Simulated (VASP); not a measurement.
# Ni (Fm-3m) in VASP: a series of runs

The runs below take Ni through single point, with r2SCAN.

All numbers are computed with VASP 6.6.1; they aren't measurements. Logs are shortened: lines on timing, memory, paths and dates and some standing lists are left out, and cuts for length are marked.

## (1) The cell of the first run

Symmetry: Fm-3m, No. 225, cubic system. Conventional cell: a = 3.479 Å, b = 3.479 Å, c = 3.479 Å, α = 90.00°, β = 90.00°, γ = 90.00°. Within 3.2 Å of Ni (site symmetry m-3m) lie 12 Ni at 2.46 Å.

## (2) Single point, r2SCAN, collinear spin, ferromagnetic start (10.53 Å³/atom)

File POSCAR:

```
Ni
1.0
    0.0000000000      1.7394161781      1.7394161781
    1.7394161781      0.0000000000      1.7394161781
    1.7394161781      1.7394161781      0.0000000000
Ni
1
Direct
    0.0000000000      0.0000000000      0.0000000000
```

File INCAR.step1:

```
SYSTEM = Ni
ALGO = Normal
EDIFF = 1E-4
ENCUT = 520
GGA = PE
ISMEAR = 0
ISPIN = 2
LASPH = .True.
LCHARG = .False.
LMAXMIX = 4
LREAL = .False.
LWAVE = .True.
MAGMOM = 0.89
NBANDS = 15
NELM = 150
PREC = Accurate
SIGMA = 0.05
```

File INCAR.step2:

```
SYSTEM = Ni
ALGO = Normal
EDIFF = 1E-6
ENCUT = 520
ISIF = 2
ISMEAR = 0
ISPIN = 2
ISTART = 1
LASPH = .True.
LCHARG = .False.
LMAXMIX = 4
LMIXTAU = .True.
LORBIT = 11
LREAL = .False.
LWAVE = .False.
MAGMOM = 0.89
METAGGA = R2SCAN
NBANDS = 15
NELM = 150
PREC = Accurate
SIGMA = 0.05
```

File KPOINTS:

```
k-points
0
Gamma
  20 20 20
  0 0 0
```

Potentials or basis: VASP PAW PBE potentials, release 64 (Ni).

Started as:

```sh
$ cat potpaw_PBE.64/Ni/POTCAR > POTCAR
$ cp INCAR.step1 INCAR
$ mpirun -np 1 vasp_std > vasp.out
$ cp INCAR.step2 INCAR
$ mpirun -np 1 vasp_std > vasp.out
```

OUTCAR:

```text
SYSTEM = Ni
   EDIFF = 1E-6
   ENCUT = 520
   ISIF = 2
   ISMEAR = 0
   ISPIN = 2
   ISTART = 1
   LASPH = .True.
   LORBIT = 11
   LREAL = .False.
   METAGGA = R2SCAN
   NELM = 150
   PREC = Accurate

 ion  position               nearest neighbor table
   1  0.000  0.000  0.000-

  LATTYP: Found a face centered cubic cell.
 ALAT       =     3.4788323562

  Lattice vectors:

 A1 = (   0.0000000000,   1.7394161781,   1.7394161781)
 A2 = (   1.7394161781,   0.0000000000,   1.7394161781)
 A3 = (   1.7394161781,   1.7394161781,   0.0000000000)

Analysis of symmetry for initial positions (statically):
=====================================================================
 Subroutine PRICEL returns:
 Original cell was already a primitive cell.

 Routine SETGRP: Setting up the symmetry group for a
 face centered cubic supercell.

 Subroutine GETGRP returns: Found 48 space group operations
 (whereof 48 operations were pure point group operations)
 out of a pool of 48 trial point group operations.

The static configuration has the point symmetry O_h .

Analysis of symmetry for dynamics (positions and initial velocities):
=====================================================================
 Subroutine PRICEL returns:
 Original cell was already a primitive cell.

 Routine SETGRP: Setting up the symmetry group for a
 face centered cubic supercell.

 Subroutine GETGRP returns: Found 48 space group operations
 (whereof 48 operations were pure point group operations)
 out of a pool of 48 trial point group operations.

The dynamic configuration has the point symmetry O_h .

Analysis of structural, dynamic, and magnetic symmetry:
=====================================================================
 Subroutine PRICEL returns:
 Original cell was already a primitive cell.

 Routine SETGRP: Setting up the symmetry group for a
 face centered cubic supercell.

 Subroutine GETGRP returns: Found 48 space group operations
 (whereof 48 operations were pure point group operations)
 out of a pool of 48 trial point group operations.

The overall configuration has the point symmetry O_h .

 Subroutine INISYM returns: Found 48 space group operations
 (whereof 48 operations are pure point group operations),
 and found     1 'primitive' translations

----------------------------------------------------------------------------------------

                                     Primitive cell

  volume of cell :      10.5254

  direct lattice vectors                    reciprocal lattice vectors
     0.000000000  1.739416178  1.739416178    -0.287452771  0.287452771  0.287452771
     1.739416178  0.000000000  1.739416178     0.287452771 -0.287452771  0.287452771
     1.739416178  1.739416178  0.000000000     0.287452771  0.287452771 -0.287452771

  length of vectors
     2.459905950  2.459905950  2.459905950     0.497882804  0.497882804  0.497882804

  position of ions in fractional coordinates (direct lattice)
     0.000000000  0.000000000  0.000000000

  ion indices of the primitive-cell ions
   primitive index   ion index
                 1           1

----------------------------------------------------------------------------------------

 KPOINTS: k-points

Automatic generation of k-mesh.
 Grid dimensions read from file:
 generate k-points for:   20   20   20

 Generating k-lattice:

  Cartesian coordinates                     Fractional coordinates (reciprocal lattice)
    -0.014372639  0.014372639  0.014372639     0.050000000  0.000000000  0.000000000
     0.014372639 -0.014372639  0.014372639     0.000000000  0.050000000  0.000000000
     0.014372639  0.014372639 -0.014372639     0.000000000  0.000000000  0.050000000

  Length of vectors
     0.024894140  0.024894140  0.024894140

  Shift w.r.t. Gamma in fractional coordinates (k-lattice)
     0.000000000  0.000000000  0.000000000

 Subroutine IBZKPT returns following result:
 ===========================================

 Found    256 irreducible k-points:

 Following reciprocal coordinates:
            Coordinates               Weight
  0.000000  0.000000  0.000000      1.000000
  0.050000  0.000000  0.000000      8.000000
  0.100000  0.000000  0.000000      8.000000
  0.150000  0.000000  0.000000      8.000000
  0.200000  0.000000  0.000000      8.000000
  0.250000  0.000000  0.000000      8.000000
[... 16 lines left out ...]
 -0.400000  0.050000  0.000000     24.000000
 -0.350000  0.050000  0.000000     24.000000
 [... further k-points ...]
   k-points           NKPTS =    256   k-points in BZ     NKDIM =    256   number of bands    NBANDS=     15
   number of dos      NEDOS =    301   number of ions     NIONS =      1
   total plane-waves  NPLWV =   5832
   dimension x,y,z NGX =    18 NGY =   18 NGZ =   18
   dimension x,y,z NGXF=    36 NGYF=   36 NGZF=   36
   ions per type =               1
   NGX,Y,Z   is equivalent  to a cutoff of  12.16, 12.16, 12.16 a.u.
   NGXF,Y,Z  is equivalent  to a cutoff of  24.33, 24.33, 24.33 a.u.
 SYSTEM =  Ni
   PREC   = accura    normal or accurate (medium, high low for compatibility)
   ISTART =      1    job   : 0-new  1-cont  2-samecut
   ICHARG =      0    charge: 1-file 2-atom 10-const
   ISPIN  =      2    spin polarized calculation?
   LNONCOLLINEAR =      F non collinear calculations
   LSORBIT =      F    spin-orbit coupling
   LASPH  =      T    aspherical Exc in radial PAW
   ENCUT  =  520.0 eV  38.22 Ry    6.18 a.u.   4.57  4.57  4.57*2*pi/ulx,y,z
   NELM   =    150;   NELMIN=  2; NELMDL=  0     # of ELM steps
   EDIFF  = 0.1E-05   stopping-criterion for ELM
   LREAL  =      F    real-space projection
   EDIFFG = 0.1E-04   stopping-criterion for IOM
   NSW    =      0    number of steps for IOM
   IBRION =     -1    ionic relax: 0-MD 1-quasi-New 2-CG
   NFREE  =      0    steps in history (QN), initial steepest desc. (CG)
   ISIF   =      2    stress and relaxation
   ISYM   =      2    0-nonsym 1-usesym 2-fastsym
   POTIM  = 0.5000    time-step for ionic-motion
   TEBEG  =    0.0;   TEEND  =   0.0 temperature during run
   PSTRESS=    0.0 pullay stress
   NELECT =      10.0000    total number of electrons
   NUPDOWN=      -1.0000    fix difference up-down
   EMIN   =  10.00;   EMAX   =-10.00  energy-range for DOS
   EFERMI =   0.00;   METHOD = LEGACY
   ISMEAR =     0;   SIGMA  =   0.05  broadening in eV -4-tet -1-fermi 0-gaus
   EFERMI_NEDOS =   21; number of points for ismear=-14 and -15
   IALGO  =     38    algorithm
   IMIX   =      4    mixing-type and parameters
     AMIX     =   0.40;   BMIX     =  1.00
     AMIX_MAG =   1.60;   BMIX_MAG =  1.00
  volume/ion in A,a.u.               =      10.53        71.03
  Fermi-wavevector in a.u.,A,eV,Ry     =   1.609390  3.041306 35.240947  2.590137
  Thomas-Fermi vector in A             =   2.705108
   LORBIT       =     11    0 simple, 1 ext, 2 COOP (PROOUT), +10 PAW based schemes
   METAGGA = R2SCAN    functional components
   LHFCALC =     F    Hartree Fock is set to
   AEXX    =    0.0000 exact exchange contribution
   IVDW    =     0    specifies the selected vdW correction
   LEPSILON=     F    determine dielectric tensor
   LRPA    =     F    only Hartree local field effects (RPA)
 spin polarized calculation
 Gauss-broadening in eV      SIGMA  =   0.05
  energy-cutoff  :      520.00
  volume of cell :       10.53
 maximum number of plane-waves:       296
   NGX =  9   NGY =  9   NGZ =  9

 number of electron      10.0000000 magnetization       0.7323399

 Free energy of the ion-electron system (eV)
  ---------------------------------------------------
  ext. energy  EPLUGINS =         0.00000000
  ---------------------------------------------------
  free energy    TOTEN  =       -11.94305571 eV

  energy without entropy =      -11.94111684  energy(sigma->0) =      -11.94208627

 E-fermi :   9.7958     XC(G=0): -14.6148

 val. band max:        9.7884700275   @ k =  -0.2500   0.3500   0.1000
 cond. band min:       9.7970627204   @ k =  -0.4000   0.1000   0.0000
 fundamental gap:      0.0085926928
 Fermi energy:         9.7957527497

 spin component 1

 k-point     1 :       0.0000    0.0000    0.0000
  band No.  band energies     occupation
      1       0.1470      1.00000
      2       6.7549      1.00000
      3       6.7550      1.00000
      4       6.7550      1.00000
      5       8.1005      1.00000
      6       8.1005      1.00000
      7      34.6270      0.00000
      8      39.0417      0.00000
      9      39.0417      0.00000
     10      39.0421      0.00000
     11      41.7737      0.00000
     12      41.7737      0.00000
     13      41.7737      0.00000
     14      45.1378      0.00000
     15      51.7845      0.00000

 k-point     2 :       0.0500    0.0000    0.0000
  band No.  band energies     occupation
      1       0.2510      1.00000
      2       6.7286      1.00000
      3       6.7782      1.00000
      4       6.7783      1.00000
      5       8.0904      1.00000
      6       8.0905      1.00000
      7      34.3155      0.00000
      8      37.5321      0.00000
      9      38.7479      0.00000
     10      38.7482      0.00000
     11      42.1851      0.00000
     12      42.1851      0.00000
     13      42.7895      0.00000
     14      45.9906      0.00000
     15      50.8490      0.00000
[... 365 lines left out ...]
      3       6.9042      1.00000
      4       7.8527      1.00000
      5       8.5614      1.00000
      6       9.1741      1.00000
      7      17.3892      0.00000
      8      32.4612      0.00000
      9      34.9521      0.00000
     10      36.4437      0.00000
     11      39.0442      0.00000
     12      40.5678      0.00000
     13      45.7833      0.00000
     14      52.2194      0.00000
     15      55.0490      0.00000

 k-point    24 :      -0.3500    0.0500    0.0000
  band No.  band energies     occupation
      1       4.0510      1.00000
      2       6.8943      1.00000
      3       6.9553      1.00000
      4       7.1933      1.00000
      5       8.3952      1.00000
      6       8.7914      1.00000
      7      19.3665      0.00000
      8      32.5628      0.00000
      9      35.2108      0.00000
     10      37.3266      0.00000
     11      39.0583      0.00000
     12      41.0792      0.00000
     13      45.6102      0.00000
     14      51.7241      0.00000
     15      52.7273      0.00000

 [... further k-points ...]

 spin component 2

 k-point     1 :       0.0000    0.0000    0.0000
  band No.  band energies     occupation
      1      -0.1054      1.00000
      2       8.0962      1.00000
      3       8.0962      1.00000
      4       8.0963      1.00000
      5       8.8636      1.00000
      6       8.8637      1.00000
      7      34.3698      0.00000
      8      39.1535      0.00000
      9      39.1537      0.00000
     10      39.1537      0.00000
     11      42.0764      0.00000
     12      42.0765      0.00000
     13      42.0765      0.00000
     14      45.2266      0.00000
     15      52.6303      0.00000

 k-point     2 :       0.0500    0.0000    0.0000
  band No.  band energies     occupation
      1      -0.0005      1.00000
      2       8.0625      1.00000
      3       8.1211      1.00000
      4       8.1212      1.00000
      5       8.8529      1.00000
      6       8.8530      1.00000
      7      34.1043      0.00000
      8      37.6547      0.00000
      9      38.8869      0.00000
     10      38.8870      0.00000
     11      42.4588      0.00000
     12      42.4588      0.00000
     13      43.0145      0.00000
     14      46.1141      0.00000
     15      51.3805      0.00000
[... 365 lines left out ...]
      3       7.8354      1.00000
      4       8.2736      1.00000
      5       9.7977      0.47749
      6      10.1502      0.00000
      7      17.9043      0.00000
      8      32.4456      0.00000
      9      35.1310      0.00000
     10      36.7219      0.00000
     11      39.2156      0.00000
     12      40.7416      0.00000
     13      46.1328      0.00000
     14      54.7170      0.00000
     15      55.4266      0.00000

 k-point    24 :      -0.3500    0.0500    0.0000
  band No.  band energies     occupation
      1       4.3130      1.00000
      2       7.7317      1.00000
      3       7.9088      1.00000
      4       7.9097      1.00000
      5       9.5965      1.00000
      6       9.9099      0.00062
      7      19.7643      0.00000
      8      32.5821      0.00000
      9      35.3571      0.00000
     10      37.6362      0.00000
     11      39.2079      0.00000
     12      41.2534      0.00000
     13      45.9048      0.00000
     14      53.0878      0.00000
     15      53.8688      0.00000

 [... further k-points ...]
[... 5 lines left out ...]
  --------------------------------------------------------------------------------------
  -------------------------------------------------------------------------------------
  Total        0.0255588      0.0255588      0.0255588     -0.0000000      0.0000000     -0.0000000
  in kB        3.8905443      3.8905443      3.8905443     -0.0000000      0.0000000     -0.0000000
  external PRESSURE =       3.8905443 kB  Pullay stress =       0.0000000 kB

 VOLUME and BASIS-vectors are now :
 -----------------------------------------------------------------------------
  energy-cutoff  :      520.00
  volume of cell :       10.53
      direct lattice vectors                 reciprocal lattice vectors
     0.000000000  1.739416178  1.739416178    -0.287452771  0.287452771  0.287452771
     1.739416178  0.000000000  1.739416178     0.287452771 -0.287452771  0.287452771
     1.739416178  1.739416178  0.000000000     0.287452771  0.287452771 -0.287452771

 POSITION                                       TOTAL-FORCE (eV/Angst)
 -----------------------------------------------------------------------------------
      0.00000      0.00000      0.00000        -0.000000     -0.000000     -0.000000
 -----------------------------------------------------------------------------------
    total drift:                                0.000000     -0.000000      0.000000

  FREE ENERGIE OF THE ION-ELECTRON SYSTEM (eV)
  ---------------------------------------------------
  free  energy   TOTEN  =       -11.9430557065 eV

  energy  without entropy=      -11.9411168373  energy(sigma->0) =      -11.94208627

 total charge

# of ion       s       p       d       tot
------------------------------------------
    1        0.529   0.550   8.327   9.406

 magnetization (x)

# of ion       s       p       d       tot
------------------------------------------
    1       -0.010  -0.043   0.804   0.751
```

Run time: 2.5 min. Hardware: 1 thread of AMD EPYC 9R45 (Zen 5), shared host; peak memory 0.14 GiB.

Results:

```
Free energy                                           : -11.9431 eV
Pressure                                              : 0.4 GPa
Net moment                                            : 0.73 μB per cell
Site moments                                          : Ni +0.75 μB
Valence electrons inside the program's atomic spheres : Ni 9.41
```

Caveat: the PAW data sets were made with another functional, which shifts forces and pressure a little.

## (3) Single point, r2SCAN, collinear spin, ferromagnetic start

POSCAR is that of step 2.

File INCAR.step1:

```
PREC = Accurate
ENCUT = 520
ISMEAR = 0
SIGMA = 0.05
LREAL = F
LASPH = T
NELM = 150
ISPIN = 2
MAGMOM = 0.5
LMAXMIX = 4
NBANDS = 15
GGA = PE
ALGO = Normal
EDIFF = 1E-4
LWAVE = T
LCHARG = F
```

File INCAR.step2:

```
PREC = Accurate
ENCUT = 520
EDIFF = 1E-7
ISMEAR = 0
SIGMA = 0.05
LREAL = F
LASPH = T
NELM = 150
ALGO = Normal
ISIF = 2
LWAVE = F
LCHARG = F
ISPIN = 2
MAGMOM = 0.5
LORBIT = 11
LMAXMIX = 4
METAGGA = R2SCAN
LMIXTAU = T
NBANDS = 15
ISTART = 1
```

File KPOINTS:

```
Automatic mesh
0
Gamma
  20 20 20
```

Potentials or basis: VASP PAW PBE potentials, release 64 (Ni).

Started as:

```sh
$ cat potpaw_PBE.64/Ni/POTCAR > POTCAR
$ cp INCAR.step1 INCAR
$ mpirun -np 1 vasp_std > vasp.out
$ cp INCAR.step2 INCAR
$ mpirun -np 1 vasp_std > vasp.out
```

Run time: 3.2 min. Hardware: 1 thread of AMD EPYC 9R45 (Zen 5), shared host; peak memory 0.14 GiB.

The run converged. Its results:

```
Free energy                                           : -11.9431 eV
Pressure                                              : 0.2 GPa
Net moment                                            : 0.73 μB per cell
Site moments                                          : Ni +0.75 μB
Valence electrons inside the program's atomic spheres : Ni 9.41
```

Levels at points of the mesh, in eV from the Fermi level:
Spin up:
| k point | band 2 | band 3 | band 4 | band 5 | band 6 | band 7 | band 8 | band 9 |
| --- | --- | --- | --- | --- | --- | --- | --- | --- |
| (0.00, 0.00, 0.00) | -3.04 | -3.04 | -3.04 | -1.70 | -1.70 | 24.83 | 29.25 | 29.25 |
| (0.50, 0.00, 0.00) | -2.96 | -2.96 | -1.07 | -1.07 | -0.47 | 5.88 | 23.25 | 26.23 |
| (0.50, 0.50, 0.00) | -4.90 | -0.98 | -0.98 | -0.95 | 2.50 | 9.64 | 15.73 | 15.73 |
Spin down:
```
           k point  band 1  band 2  band 3  band 4  band 5  band 6  band 7  band 8  band 9
(0.00, 0.00, 0.00)   -9.90   -1.70   -1.70   -1.70   -0.93   -0.93   24.57   29.36   29.36
(0.50, 0.00, 0.00)   -4.80   -2.04   -2.04   -0.69    0.19    0.19    6.58   23.15   26.52
(0.50, 0.50, 0.00)   -4.86   -3.86   -0.15    0.56    0.56    2.25    9.99   15.79   15.79
```

Caveat: the PAW data sets were made with another functional, which shifts forces and pressure a little.

## (4) Single point, r2SCAN, collinear spin, ferromagnetic start

POSCAR is that of step 3.

File INCAR.step1:

```
ALGO = Normal ; EDIFF = 1E-4
ENCUT = 520 ; GGA = PE
ISMEAR = 0 ; ISPIN = 2
LASPH = T ; LCHARG = F
LMAXMIX = 4 ; LREAL = F
LWAVE = T ; MAGMOM = 0.9
NBANDS = 15 ; NELM = 150
PREC = Accurate ; SIGMA = 0.05
```

File INCAR.step2:

```
ALGO = Normal ; EDIFF = 1E-6
ENCUT = 520 ; ISIF = 2
ISMEAR = 0 ; ISPIN = 2
ISTART = 1 ; LASPH = T
LCHARG = T ; LELF = T
LMAXMIX = 4 ; LMIXTAU = T
LORBIT = 11 ; LREAL = F
LVHAR = T ; LWAVE = F
MAGMOM = 0.9 ; METAGGA = R2SCAN
NBANDS = 15 ; NELM = 150
PREC = Accurate ; SIGMA = 0.05
```

File KPOINTS:

```
k-points
0
Gamma
  20 20 20
```

Started as:

```sh
$ cat potpaw_PBE.64/Ni/POTCAR > POTCAR
$ cp INCAR.step1 INCAR
$ mpirun -np 1 vasp_std > vasp.out
$ cp INCAR.step2 INCAR
$ mpirun -np 1 vasp_std > vasp.out
```

It took 2.6 min on 1 thread of AMD EPYC 9R45 (Zen 5), shared host; peak memory 0.14 GiB.

Results (log left out):

| Quantity | Value |
| --- | --- |
| Free energy | -11.9431 eV |
| Pressure | 0.4 GPa |
| Net moment | 0.73 μB per cell |
| Site moments | Ni +0.75 μB |
| Valence electrons inside the program's atomic spheres | Ni 9.41 |

Levels at points of the mesh, in eV from the Fermi level:
Spin up:
| k point | band 1 | band 2 | band 3 | band 4 | band 5 | band 6 | band 7 | band 8 | band 9 | band 10 |
| --- | --- | --- | --- | --- | --- | --- | --- | --- | --- | --- |
| (0.00, 0.00, 0.00) | -9.65 | -3.04 | -3.04 | -3.04 | -1.70 | -1.70 | 24.83 | 29.25 | 29.25 | 29.25 |
| (0.50, 0.00, 0.00) | -5.48 | -2.96 | -2.96 | -1.07 | -1.07 | -0.47 | 5.88 | 23.25 | 26.23 | 26.23 |
| (0.50, 0.50, 0.00) | -5.27 | -4.90 | -0.98 | -0.98 | -0.95 | 2.50 | 9.64 | 15.73 | 15.73 | 20.50 |
Spin down:
```tsv
k point	band 1	band 2	band 3	band 4	band 5	band 6	band 7	band 8
(0.00, 0.00, 0.00)	-9.90	-1.70	-1.70	-1.70	-0.93	-0.93	24.57	29.36
(0.50, 0.00, 0.00)	-4.80	-2.04	-2.04	-0.69	0.19	0.19	6.58	23.15
(0.50, 0.50, 0.00)	-4.86	-3.86	-0.15	0.56	0.56	2.25	9.99	15.79
```

Caveat: the PAW data sets were made with another functional, which shifts forces and pressure a little.
